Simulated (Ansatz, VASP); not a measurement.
La3Sb in VASP and in Ansatz

POSCAR

```
La3Sb
1.0
    5.0059585347      0.0000000000      0.0000000000
    0.0000000000      5.0059585347      0.0000000000
    0.0000000000      0.0000000000      5.0059585347
Sb La
1 3
Direct
    0.0000000000      0.0000000000      0.0000000000
    0.0000000000      0.5000000000      0.5000000000
    0.5000000000      0.0000000000      0.5000000000
    0.5000000000      0.5000000000      0.0000000000
```

Contents of INCAR.step1:

```
  ALGO = Normal
  EDIFF = 1E-4
  ENCUT = 520
  GGA = PE
  ISMEAR = -1
  LASPH = T
  LCHARG = F
  LREAL = F
  LWAVE = T
  NBANDS = 27
  NELM = 100
  PREC = Accurate
  SIGMA = 0.05
```

INCAR.step2

```
  ALGO = Normal
  EDIFF = 1E-8
  ENCUT = 520
  ISIF = 2
  ISMEAR = -1
  ISTART = 1
  LASPH = T
  LCHARG = F
  LEFG = T
  LMIXTAU = T
  LREAL = F
  LWAVE = F
  METAGGA = R2SCAN
  NBANDS = 27
  NELM = 100
  PREC = Accurate
  SIGMA = 0.05
```

KPOINTS

```
k-points
0
Gamma
  7 7 7
```

Input for Ansatz:

```yaml
crystal:
  lattice:
    - [5.0059585347, 0.0, 0.0]
    - [0.0, 5.0059585347, 0.0]
    - [0.0, 0.0, 5.0059585347]
  atoms:
    - { symbol: Sb, position: [0.0, 0.0, 0.0] }
    - { symbol: La, position: [0.0, 0.5, 0.5] }
    - { symbol: La, position: [0.5, 0.0, 0.5] }
    - { symbol: La, position: [0.5, 0.5, 0.0] }
kpoints:
  mp_grid: { grid: [7, 7, 7] }
scf:
  occupations: { method: fermi_dirac, width: 0.05 }
hamiltonian:
  xc: r2scan
  pseudopotentials: { kind: all_electron, datasets: crystal }
output:
  forces: true
  stress: true
  eigenvalues: true
  efg: { contact_densities: true }
```

Alike in both runs: task electric field gradients; functional r2SCAN; k mesh 7 × 7 × 7; occupations fermi-dirac, width 0.05 eV; no spin polarisation.

```csv
,VASP,Ansatz
version,VASP 6.6.1,Ansatz 0.2.0
potentials or method,"VASP PAW PBE potentials, release 64 (Sb, La), cutoff 520 eV","all-electron PAW with datasets made for the crystal, scalar-relativistic"
```

|  | VASP | Ansatz | Ansatz less VASP |
| --- | --- | --- | --- |
| pressure (GPa) | 0.0 | 0.0 | +0.03 |
| size of Vzz on the site where it differs most (V/Å²) | 103.8 | 96.0 | -7.85 |

VASP's potentials were made for PBE, not for r2SCAN. Ansatz ran all-electron here, and VASP with PAW potentials.

Spin-orbit coupling is off throughout.
